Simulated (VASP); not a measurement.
# CsLiCr2Te2S3 (Cm) in VASP: single point with PBE

Aim: the single point of CsLiCr2Te2S3 with PBE.

Everything below comes from runs of VASP 6.6.1. Logs are shortened: lines on timing, memory, paths and dates and some standing lists are left out, and cuts for length are marked.

## 1. The cell of the first run

Symmetry: Cm, No. 8, monoclinic system. The conventional cell has a = 6.905 Å, b = 10.280 Å, c = 7.994 Å, α = 90.00°, β = 110.91°, γ = 90.00°. Within 4.8 Å of Cs (site symmetry m) lie 6 S at 3.57 to 4.59 Å and 2 Li at 4.03 to 4.49 Å and 6 Te at 4.14 to 4.34 Å and 6 Cr at 4.62 to 4.70 Å. Li (site symmetry m) has 3 S at 2.43 to 2.55 Å and 2 Te at 3.00 Å and 4 Cr at 3.06 to 3.26 Å within 3.3 Å. Cr (site symmetry 1) has 3 S at 2.20 to 2.25 Å and 1 Te at 2.51 Å within 2.9 Å. Within 3.3 Å of Te (site symmetry 1) lie 1 Cr at 2.51 Å and 1 Li at 3.00 Å and 1 Te at 3.13 Å. S (site symmetry 1) has 2 Cr at 2.24 to 2.25 Å and 1 Li at 2.55 Å within 3.0 Å. Within 2.9 Å of S (site symmetry m) lie 2 Cr at 2.20 Å and 1 Li at 2.43 Å.

## 2. Single point, PBE, collinear spin, ferromagnetic start

File INCAR:

```
PREC     = Accurate       # precision mode
ENCUT    = 520            # plane-wave cutoff, eV
EDIFF    = 1E-7           # SCF threshold, eV
ISMEAR   = -1             # smearing method
SIGMA    = 0.05           # smearing width, eV
LREAL    = False          # projectors in reciprocal space
LASPH    = True           # aspherical terms in the spheres
NELM     = 150            # most SCF steps
ALGO     = Normal         # electronic algorithm
ISIF     = 2              # what is computed and relaxed
LWAVE    = False          # write WAVECAR
LCHARG   = False          # write CHGCAR
ISPIN    = 2              # spin polarisation
MAGMOM   = 0 0 3 3 0 0 0 0 0 # initial moments
LORBIT   = 11             # projections on sites
LMAXMIX  = 4              # l up to which the mixer works
GGA      = PE             # functional
NBANDS   = 47             # bands
```

File KPOINTS:

```
Automatic mesh
0
Gamma
  3 3 2
```

File POSCAR:

```
CsLiCr2Te2S3
1.0
    3.4522984987     -5.1400093915      0.0218330590
    3.4522984987      5.1400093915      0.0218330590
   -2.8998006296      0.0000000000      7.4491288519
Cs Li Cr Te S
1 1 2 2 3
Direct
    0.0909323711      0.0909323711      0.0094363947
    0.5883780695      0.5883780695      0.5558012771
    0.0629882945      0.4754948086      0.5590889987
    0.4754948086      0.0629882945      0.5590889987
    0.5570198684      0.8617381267      0.2886021088
    0.8617381267      0.5570198684      0.2886021088
    0.8165392759      0.3984283504      0.7327392598
    0.3984283504      0.8165392759      0.7327392598
    0.2159308350      0.2159308350      0.4829415935
```

Potentials or basis: VASP PAW PBE potentials, release 64 (Cs_sv, Li_sv, Cr_pv, Te, S).

Command:

```
cat potpaw_PBE.64/Cs_sv/POTCAR potpaw_PBE.64/Li_sv/POTCAR potpaw_PBE.64/Cr_pv/POTCAR potpaw_PBE.64/Te/POTCAR potpaw_PBE.64/S/POTCAR > POTCAR
mpirun -np 1 vasp_std > vasp.out
```

OUTCAR:

```text
PREC = Accurate
   ENCUT = 520
   EDIFF = 1E-7
   ISMEAR = -1
   LREAL = False
   LASPH = True
   NELM = 150
   ISIF = 2
   ISPIN = 2
   LORBIT = 11
   GGA = PE

 ion  position               nearest neighbor table
   1  0.091  0.091  0.009-
   2  0.588  0.588  0.556-   9 2.43   8 2.55   7 2.55   6 3.00   5 3.00
   3  0.063  0.475  0.559-   9 2.20   7 2.24   8 2.25   6 2.51
   4  0.475  0.063  0.559-   9 2.20   8 2.24   7 2.25   5 2.51
   5  0.557  0.862  0.289-   4 2.51   2 3.00   6 3.13
   6  0.862  0.557  0.289-   3 2.51   2 3.00   5 3.13
   7  0.817  0.398  0.733-   3 2.24   4 2.25   2 2.55
   8  0.398  0.817  0.733-   4 2.24   3 2.25   2 2.55
   9  0.216  0.216  0.483-   3 2.20   4 2.20   2 2.43

  LATTYP: Found a base centered monoclinic cell.
 ALAT       =     6.9047350729
 B/A-ratio  =     1.4888360921
 C/A-ratio  =     1.1577048450
 COS(beta)  =    -0.3568626883

  Lattice vectors:

 A1 = (   3.4522984987,  -5.1400093915,   0.0218330590)
 A2 = (   3.4522984987,   5.1400093915,   0.0218330590)
 A3 = (  -2.8998006296,   0.0000000000,   7.4491288519)

Analysis of symmetry for initial positions (statically):
=====================================================================
 Subroutine PRICEL returns:
 Original cell was already a primitive cell.

 Routine SETGRP: Setting up the symmetry group for a
 base centered monoclinic supercell.

 Subroutine GETGRP returns: Found  2 space group operations
 (whereof  2 operations were pure point group operations)
 out of a pool of  4 trial point group operations.

The static configuration has the point symmetry C_1h.

Analysis of symmetry for dynamics (positions and initial velocities):
=====================================================================
 Subroutine PRICEL returns:
 Original cell was already a primitive cell.

 Routine SETGRP: Setting up the symmetry group for a
 base centered monoclinic supercell.

 Subroutine GETGRP returns: Found  2 space group operations
 (whereof  2 operations were pure point group operations)
 out of a pool of  4 trial point group operations.

The dynamic configuration has the point symmetry C_1h.

Analysis of structural, dynamic, and magnetic symmetry:
=====================================================================
 Subroutine PRICEL returns:
 Original cell was already a primitive cell.

 Routine SETGRP: Setting up the symmetry group for a
 base centered monoclinic supercell.

 Subroutine GETGRP returns: Found  2 space group operations
 (whereof  2 operations were pure point group operations)
 out of a pool of  4 trial point group operations.

The overall configuration has the point symmetry C_1h.

 Subroutine INISYM returns: Found  2 space group operations
 (whereof  2 operations are pure point group operations),
 and found     1 'primitive' translations

----------------------------------------------------------------------------------------

                                     Primitive cell

  volume of cell :     265.0181

  direct lattice vectors                    reciprocal lattice vectors
     3.452298499 -5.140009391  0.021833059     0.144475363 -0.097276087  0.056241442
     3.452298499  5.140009391  0.021833059     0.144475363  0.097276087  0.056241442
    -2.899800630  0.000000000  7.449128852    -0.000846901  0.000000000  0.133914203

  length of vectors
     6.191812186  6.191812186  7.993645248     0.183026958  0.183026958  0.133916881

  position of ions in fractional coordinates (direct lattice)
     0.090932371  0.090932371  0.009436395
     0.588378070  0.588378070  0.555801277
     0.062988295  0.475494809  0.559088999
     0.475494809  0.062988295  0.559088999
     0.557019868  0.861738127  0.288602109
     0.861738127  0.557019868  0.288602109
     0.816539276  0.398428350  0.732739260
     0.398428350  0.816539276  0.732739260
     0.215930835  0.215930835  0.482941594

  ion indices of the primitive-cell ions
   primitive index   ion index
                 1           1
                 2           2
                 3           3
                 4           4
                 5           5
                 6           6
                 7           7
                 8           8
                 9           9

----------------------------------------------------------------------------------------

 KPOINTS: Automatic mesh

Automatic generation of k-mesh.
 Grid dimensions read from file:
 generate k-points for:    3    3    2

 Generating k-lattice:

  Cartesian coordinates                     Fractional coordinates (reciprocal lattice)
     0.048158454 -0.032425362  0.018747147     0.333333333 -0.000000000  0.000000000
     0.048158454  0.032425362  0.018747147    -0.000000000  0.333333333  0.000000000
    -0.000423451  0.000000000  0.066957102     0.000000000  0.000000000  0.500000000

  Length of vectors
     0.061008986  0.061008986  0.066958441

  Shift w.r.t. Gamma in fractional coordinates (k-lattice)
     0.000000000  0.000000000  0.000000000

 Subroutine IBZKPT returns following result:
 ===========================================

 Found      8 irreducible k-points:

 Following reciprocal coordinates:
            Coordinates               Weight
  0.000000  0.000000  0.000000      1.000000
  0.333333 -0.000000  0.000000      4.000000
  0.333333  0.333333  0.000000      2.000000
 -0.333333  0.333333  0.000000      2.000000
 -0.000000 -0.000000  0.500000      1.000000
  0.333333 -0.000000  0.500000      4.000000
  0.333333  0.333333  0.500000      2.000000
 -0.333333  0.333333  0.500000      2.000000
   k-points           NKPTS =      8   k-points in BZ     NKDIM =      8   number of bands    NBANDS=     47
   number of dos      NEDOS =    301   number of ions     NIONS =      9
   total plane-waves  NPLWV = 138240
   dimension x,y,z NGX =    48 NGY =   48 NGZ =   60
   dimension x,y,z NGXF=    96 NGYF=   96 NGZF=  120
   ions per type =               1   1   2   2   3
   NGX,Y,Z   is equivalent  to a cutoff of  12.89, 12.89, 12.48 a.u.
   NGXF,Y,Z  is equivalent  to a cutoff of  25.78, 25.78, 24.96 a.u.
 SYSTEM =  unknown system
   PREC   = accura    normal or accurate (medium, high low for compatibility)
   ISTART =      0    job   : 0-new  1-cont  2-samecut
   ICHARG =      2    charge: 1-file 2-atom 10-const
   ISPIN  =      2    spin polarized calculation?
   LNONCOLLINEAR =      F non collinear calculations
   LSORBIT =      F    spin-orbit coupling
   LASPH  =      T    aspherical Exc in radial PAW
   ENCUT  =  520.0 eV  38.22 Ry    6.18 a.u.  11.51 11.51 14.86*2*pi/ulx,y,z
   NELM   =    150;   NELMIN=  2; NELMDL= -5     # of ELM steps
   EDIFF  = 0.1E-06   stopping-criterion for ELM
   LREAL  =      F    real-space projection
   EDIFFG = 0.1E-05   stopping-criterion for IOM
   NSW    =      0    number of steps for IOM
   IBRION =     -1    ionic relax: 0-MD 1-quasi-New 2-CG
   NFREE  =      0    steps in history (QN), initial steepest desc. (CG)
   ISIF   =      2    stress and relaxation
   ISYM   =      2    0-nonsym 1-usesym 2-fastsym
   POTIM  = 0.5000    time-step for ionic-motion
   TEBEG  =    0.0;   TEEND  =   0.0 temperature during run
   PSTRESS=    0.0 pullay stress
   NELECT =      66.0000    total number of electrons
   NUPDOWN=      -1.0000    fix difference up-down
   EMIN   =  10.00;   EMAX   =-10.00  energy-range for DOS
   EFERMI =   0.00;   METHOD = LEGACY
   ISMEAR =    -1;   SIGMA  =   0.05  broadening in eV -4-tet -1-fermi 0-gaus
   EFERMI_NEDOS =   21; number of points for ismear=-14 and -15
   IALGO  =     38    algorithm
   IMIX   =      4    mixing-type and parameters
     AMIX     =   0.40;   BMIX     =  1.00
     AMIX_MAG =   1.60;   BMIX_MAG =  1.00
  volume/ion in A,a.u.               =      29.45       198.71
  Fermi-wavevector in a.u.,A,eV,Ry     =   1.029985  1.946390 14.434003  1.060869
  Thomas-Fermi vector in A             =   2.164060
   LORBIT       =     11    0 simple, 1 ext, 2 COOP (PROOUT), +10 PAW based schemes
   GGA     = PE    functional components
   LHFCALC =     F    Hartree Fock is set to
   AEXX    =    0.0000 exact exchange contribution
   IVDW    =     0    specifies the selected vdW correction
   LEPSILON=     F    determine dielectric tensor
   LRPA    =     F    only Hartree local field effects (RPA)
 spin polarized calculation
  energy-cutoff  :      520.00
  volume of cell :      265.02
 maximum number of plane-waves:      7156
 NGX is ok and might be reduce to    48
   NGX = 23   NGY = 23   NGZ = 29

 number of electron      66.0000010 magnetization       4.0105430

 Free energy of the ion-electron system (eV)
  ---------------------------------------------------
  ext. energy  EPLUGINS =         0.00000000
  ---------------------------------------------------
  free energy    TOTEN  =       -45.79265564 eV

  energy without entropy =      -45.76729908  energy(sigma->0) =      -45.77997736

 E-fermi :   3.1385     XC(G=0):  -8.2849

 val. band max:        3.0508736214   @ k =   0.3333   0.3333   0.5000
 cond. band min:       3.1494257966   @ k =  -0.3333   0.3333   0.5000
 fundamental gap:      0.0985521752
 Fermi energy:         3.1385032142

 spin component 1

 k-point     1 :       0.0000    0.0000    0.0000
  band No.  band energies     occupation
      1     -42.8846      1.00000
      2     -41.2522      1.00000
      3     -41.2418      1.00000
      4     -41.2146      1.00000
      5     -41.2132      1.00000
      6     -41.0962      1.00000
[... 37 lines left out ...]
     44       7.5491      0.00000
     45       7.9123      0.00000
[... 294 lines left out ...]
      4     -41.2159      1.00000
      5     -41.2121      1.00000
      6     -41.0960      1.00000
[... 37 lines left out ...]
     44       7.9903      0.00000
     45       8.1727      0.00000
 Fermi energy:         3.1385032142

 spin component 2

 k-point     1 :       0.0000    0.0000    0.0000
  band No.  band energies     occupation
      1     -42.8826      1.00000
      2     -38.9137      1.00000
      3     -38.9125      1.00000
      4     -38.8753      1.00000
      5     -38.8626      1.00000
      6     -38.8544      1.00000
[... 37 lines left out ...]
     44       7.6990      0.00000
     45       8.0332      0.00000
[... 294 lines left out ...]
      4     -38.8759      1.00000
      5     -38.8622      1.00000
      6     -38.8542      1.00000
[... 37 lines left out ...]
     44       8.0892      0.00000
     45       8.2709      0.00000
 [bands above 45 left out]

------------------------ aborting loop because EDIFF is reached ----------------------------------------

  FORCE on cell =-STRESS in cart. coord.  units (eV):
  Direction    XX          YY          ZZ          XY          YZ          ZX
  --------------------------------------------------------------------------------------
  -------------------------------------------------------------------------------------
  Total       -0.0439329     -0.0621727     -0.0259336      0.0000000      0.0000000     -0.0046596
  in kB       -0.2655979     -0.3758674     -0.1567823      0.0000000      0.0000000     -0.0281696
  external PRESSURE =      -0.2660825 kB  Pullay stress =       0.0000000 kB

 VOLUME and BASIS-vectors are now :
 -----------------------------------------------------------------------------
  energy-cutoff  :      520.00
  volume of cell :      265.02
      direct lattice vectors                 reciprocal lattice vectors
     3.452298499 -5.140009391  0.021833059     0.144475363 -0.097276087  0.056241442
     3.452298499  5.140009391  0.021833059     0.144475363  0.097276087  0.056241442
    -2.899800630  0.000000000  7.449128852    -0.000846901  0.000000000  0.133914203

 POSITION                                       TOTAL-FORCE (eV/Angst)
 -----------------------------------------------------------------------------------
      0.60049      0.00000      0.07426         0.002370      0.000000     -0.002512
      2.45080      0.00000      4.16593        -0.002021      0.000000      0.001210
      0.23776      2.12029      4.17648         0.002656      0.008536     -0.004018
      0.23776     -2.12029      4.17648         0.002656     -0.008536     -0.004018
      4.06109      1.56625      2.18081        -0.000070     -0.004918      0.002323
      4.06109     -1.56625      2.18081        -0.000070      0.004918      0.002323
      2.06963     -2.14909      5.48480        -0.002002      0.004318      0.002612
      2.06963      2.14909      5.48480        -0.002002     -0.004318      0.002612
      0.09048      0.00000      3.60692        -0.001518      0.000000     -0.000532
 -----------------------------------------------------------------------------------
    total drift:                               -0.000199      0.000000     -0.001099

  FREE ENERGIE OF THE ION-ELECTRON SYSTEM (eV)
  ---------------------------------------------------
  free  energy   TOTEN  =       -45.7926556393 eV

  energy  without entropy=      -45.7672990765  energy(sigma->0) =      -45.77997736

 total charge

# of ion       s       p       d       tot
------------------------------------------
    1        1.831   4.705   0.024   6.560
    2        2.014   0.049   0.000   2.063
    3        0.335   6.279   4.179  10.792
    4        0.335   6.279   4.179  10.792
    5        1.391   1.959   0.027   3.377
    6        1.391   1.959   0.027   3.377
    7        1.340   2.392   0.000   3.732
    8        1.340   2.392   0.000   3.732
    9        1.342   2.412   0.000   3.754
--------------------------------------------------
tot         11.318  28.425   8.436  48.180

 magnetization (x)

# of ion       s       p       d       tot
------------------------------------------
    1       -0.000  -0.001   0.000  -0.001
    2        0.001   0.000   0.000   0.001
    3        0.027   0.020   2.227   2.275
    4        0.027   0.020   2.227   2.275
    5       -0.007  -0.187   0.003  -0.191
    6       -0.007  -0.187   0.003  -0.191
    7       -0.003  -0.077   0.000  -0.080
    8       -0.003  -0.077   0.000  -0.080
    9        0.001  -0.085   0.000  -0.084
--------------------------------------------------
tot          0.036  -0.574   4.459   3.922
```

Wall time 5.6 min (1 thread of AMD EPYC 7R13 (Zen 3), shared host); peak memory 0.54 GiB.

What came out:

- Free energy: -45.7927 eV
- Largest force: 0.010 eV/Å
- Band gap on the k mesh: zero (filled and empty bands overlap)
- Net moment: 4.01 μB per cell
- Site moments: Cs -0.00; Li +0.00; Cr +2.27; Te -0.19; S -0.08 μB
- Valence electrons inside the program's atomic spheres: Cs 6.56; Li 2.06; Cr 10.79; Te 3.38; S 3.73, 3.75 (each value once)

Forces in eV/Å, atoms in the order of the input:
```
Cs   0.002  0.000 -0.003
Li  -0.002  0.000  0.001
Cr   0.003  0.009 -0.004
Cr   0.003 -0.009 -0.004
Te   0.000 -0.005  0.002
Te   0.000  0.005  0.002
S   -0.002  0.004  0.003
S   -0.002 -0.004  0.003
S   -0.002  0.000 -0.001
```

Caveat: the k points lie up to 0.42 Å⁻¹ apart; the cutoff is under 1.25 times the usual one of these potentials, so pressure, stress and relaxed cells hold a basis-set (Pulay) error; spin-orbit coupling is left out, which moves the levels of the heavy elements; only a ferromagnetic start was run, and an antiferromagnetic order may lie lower in energy. With open d or f shells a metallic result of PBE can be an artefact of self-interaction; +U or a hybrid may open a gap.
